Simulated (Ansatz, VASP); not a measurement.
**One calculation of Y, two programs**

```
CELL_PARAMETERS angstrom
3.99342 2.30560 3.23080
-3.99342 2.30560 3.23080
0.00000 -4.61120 3.23080
ATOMIC_POSITIONS crystal
Y 0.33333 0.33333 0.33333
Y 0.66667 0.66667 0.66667
Y 0.00000 0.60392 0.39608
Y 0.39608 0.00000 0.60392
Y 0.60392 0.39608 0.00000
```

Alike in both runs: task relaxation of cell and atoms; functional PBE; k mesh 3 × 3 × 3; occupations gaussian, width 0.1 eV; no spin polarisation.

|  | VASP | Ansatz |
| --- | --- | --- |
| version | VASP 6.6.1 | Ansatz 0.2.0 |
| potentials or method | VASP PAW PBE potentials, release 64 (Y_sv), cutoff 600 eV | scalar-relativistic, plane waves, PAW |
| valence electrons in the cell | 55 | 55 |

|  | VASP | Ansatz | Ansatz less VASP |
| --- | --- | --- | --- |
| gap on the k mesh at the Fermi level, each at its own relaxed structure (eV) | none | none | - |
| relaxed volume (Å³/atom) | 36.23 | 38.36 | +2.122 |
| relaxed cell length with the largest relative difference (Å) | 6.615 | 5.799 | -0.8162 |

A gap of «none» marks a metal or a gap that the smearing closes. One of these differences is far larger than is usual between the two programs; its cause wasn't traced.

The k mesh is coarse, so the values compare programs but aren't converged.
